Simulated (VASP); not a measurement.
Hf4N:

```
Hf N
1.0
     0.00000    4.04851    4.91241
     2.73447    0.00000    4.91241
     2.73447    4.04851    0.00000
Hf N
4 1
Direct
  0.00000 0.50000 0.00000
  0.50000 0.00000 0.50000
  0.22358 0.77642 0.22358
  0.77642 0.22358 0.77642
  0.00000 0.00000 0.00000
```

| Item | Value |
| --- | --- |
| Program | VASP 6.6.1 |
| Task | relaxation of cell and atoms |
| Functional | PBE |
| Potentials or basis | VASP PAW PBE potentials, release 64 (Hf_pv, N) |
| Cutoff | 600 eV |
| k mesh | 4 × 4 × 4 |
| Occupations | gaussian, width 0.1 eV |
| Spin | no spin polarisation |

At the start: pressure 6.5 GPa; volume 21.75 Å³/atom.

Question: Where does the relaxation end?

Answer: Over 20 steps the energy falls by 1306.2 meV/atom and the volume is 18.48 Å³/atom (-15.1 %); space group I4/mmm (No. 139, to 0.05 Å).

The path:
| step | energy change (eV) | largest force (eV/Å) | pressure (GPa) | volume (Å³) |
| --- | --- | --- | --- | --- |
| 1 | 0.0000 | 6.1417 | 6.45 | 108.77 |
| 2 | -0.8249 | 1.6071 | -18.97 | 121.89 |
| 3 | -1.3407 | 0.6375 | -11.99 | 115.70 |
| 4 | -4.5548 | 1.2887 | -10.85 | 101.68 |
| 5 | 15.8648 | 1.8486 | 164.70 | 57.84 |
| 6 | -5.3372 | 1.5460 | -7.57 | 96.73 |
| 7 | -5.7052 | 2.5380 | 3.99 | 87.97 |
| 8 | -5.7543 | 2.1378 | -1.17 | 91.17 |
| 9 | -5.7638 | 2.1987 | -0.35 | 90.61 |
| 10 | -6.1245 | 0.7543 | 1.15 | 90.60 |
| 11 | -6.1530 | 0.1065 | 2.05 | 90.58 |
| 12 | -6.3146 | 0.2231 | -2.07 | 93.24 |
| 13 | -6.3232 | 0.2221 | -7.58 | 97.55 |
| 14 | -6.3658 | 0.2505 | -4.89 | 95.28 |
| 15 | -6.4645 | 0.1538 | -3.03 | 94.08 |
| 16 | -6.4977 | 0.0539 | -1.20 | 93.05 |
| 17 | -6.4984 | 0.0371 | -0.88 | 92.87 |
| 18 | -6.5188 | 0.0062 | -0.11 | 92.40 |
| 19 | -6.5284 | 0.0564 | 0.92 | 91.78 |
| 20 | -6.5310 | 0.0160 | -0.11 | 92.38 |

Final structure:
```yaml
crystal:
  lattice:
    - [0.00000, 4.58026, 3.17611]
    - [3.17524, 0.00000, 3.17611]
    - [3.17524, 4.58026, 0.00000]
  atoms:
    - { symbol: Hf, position: [0.00000, 0.50000, 0.00000] }
    - { symbol: Hf, position: [0.50000, 0.00000, 0.50000] }
    - { symbol: Hf, position: [0.24209, 0.75791, 0.24209] }
    - { symbol: Hf, position: [0.75791, 0.24209, 0.75791] }
    - { symbol: N, position: [0.00000, 0.00000, 0.00000] }
```

Caveat: the k points lie up to 0.39 Å⁻¹ apart in the final cell; the volume moved by over 15 % at a fixed basis, so the end points are rough.
